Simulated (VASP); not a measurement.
Here is a VASP 6.6.1 calculation.

INCAR

```
  PREC = Accurate
  ENCUT = 520
  EDIFF = 1E-7
  ISMEAR = 0
  SIGMA = 0.05
  LREAL = Auto
  LASPH = T
  NELM = 100
  ALGO = Normal
  ISIF = 2
  LWAVE = F
  LCHARG = F
  GGA = PE
  NBANDS = 118
```

The input KPOINTS:

```
regular mesh
0
Gamma
  3 3 3
```

POSCAR

```
Nb16H
1.0
    6.6000000000      0.0000000000      0.0000000000
    0.0000000000      6.6000000000      0.0000000000
    0.0000000000      0.0000000000      6.6000000000
Nb H
16 1
Direct
    0.0006122727     -0.0010424242      0.0004395455
    0.5068369697     -0.0080033333      0.0004509091
   -0.0008909091      0.5009733333      0.0004303030
   -0.0009742424      0.0008263636      0.5004450000
    0.2438174242      0.2509927273      0.2597434848
    0.5019465152      0.4991121212      0.0004446970
    0.5002150000     -0.0006053030      0.5004498485
    0.7499221212      0.2493139394      0.2509330303
   -0.0025531818      0.5024263636      0.5004401515
    0.2522925758      0.7499101515      0.2503930303
    0.2438201515      0.2509990909      0.7411556061
    0.4988024242      0.5001093939      0.5004462121
    0.7529368182      0.7487522727      0.2499089394
    0.7499089394      0.2493190909      0.7499571212
    0.2522890909      0.7499193939      0.7504960606
    0.7529304545      0.7487604545      0.7509665152
    0.3522471212      0.2323822727      0.0004607576
```

Potentials or basis: VASP PAW PBE potentials, release 64 (Nb_sv, H).

Command:

```console
$ cat potpaw_PBE.64/Nb_sv/POTCAR potpaw_PBE.64/H/POTCAR > POTCAR
$ mpirun -np 1 vasp_std > vasp.out
```

Question: Estimate the band gap on the k mesh.

Answer: Zero (an odd number of electrons rules out a gap without spin polarisation).

Question: Estimate the largest force.

Answer: 0.446 eV/Å.

Question: Predict the pressure.

Answer: 2.2 GPa.

Stress tensor (GPa, compression positive):
```
 1.98 -0.32  0.00
-0.32  1.83  0.00
 0.00  0.00  2.82
```
